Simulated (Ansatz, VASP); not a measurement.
One calculation of Pt, two programs

The input INCAR:

```
SYSTEM = Pt
PREC     = Accurate       ! precision mode
ENCUT    = 520            ! plane-wave cutoff, eV
EDIFF    = 1E-6           ! SCF threshold, eV
ISMEAR   = 0              ! smearing method
SIGMA    = 0.15           ! smearing width, eV
LREAL    = .FALSE.        ! projectors in reciprocal space
LASPH    = .TRUE.         ! aspherical terms in the spheres
NELM     = 60             ! most SCF steps
ALGO     = Normal         ! electronic algorithm
ISIF     = 2              ! what is computed and relaxed
LWAVE    = .FALSE.        ! write WAVECAR
LCHARG   = .FALSE.        ! write CHGCAR
GGA      = CA             ! functional
NBANDS   = 11             ! bands
```

KPOINTS

```
regular mesh
0
G
  22 22 22
  0 0 0
```

File POSCAR:

```
Pt
1.0
   -1.5366934000      1.5366934000      1.5366934000
    1.5366934000     -1.5366934000      1.5366934000
    1.5366934000      1.5366934000     -1.5366934000
Pt
1
Direct
    0.0000000000      0.0000000000      0.0000000000
```

Input for Ansatz:

```yaml
crystal:
  lattice:
    - [-1.5366934, 1.5366934, 1.5366934]
    - [1.5366934, -1.5366934, 1.5366934]
    - [1.5366934, 1.5366934, -1.5366934]
  atoms:
    - { symbol: Pt, position: [0.0, 0.0, 0.0] }
basis:
  ecutwfc: 520.0
kpoints:
  mp_grid: { grid: [22, 22, 22] }
hamiltonian:
  xc: lda
scf:
  occupations: { method: gaussian, width: 0.15 }
output:
  forces: true
  stress: true
  eigenvalues: true
```

Change from the starting cell: strain -0.030 along x and y, -0.030 along z, atoms carried along.

Alike in both runs: task single point; functional LDA; k mesh 22 × 22 × 22; occupations gaussian, width 0.15 eV; no spin polarisation.

```csv
,VASP,Ansatz
version,VASP 6.6.1,Ansatz 0.2.0
potentials or method,"VASP PAW LDA potentials, release 64 (Pt), cutoff 520 eV","scalar-relativistic, plane waves, PAW"
valence electrons in the cell,10,18
```

```csv
,VASP,Ansatz,Ansatz less VASP
gap on the k mesh at the Fermi level (eV),none,none,-
pressure (GPa),9.6,8.8,-0.85
```

LDA's correlation is that of Perdew and Zunger in VASP and of Perdew and Wang (1992) in Ansatz. A gap of «none» marks a metal or a gap that the smearing closes. VASP's potentials hold 10 valence electrons a cell and Ansatz's 18, so a difference there can come from the potentials and not from the codes.

Spin-orbit coupling is off throughout.
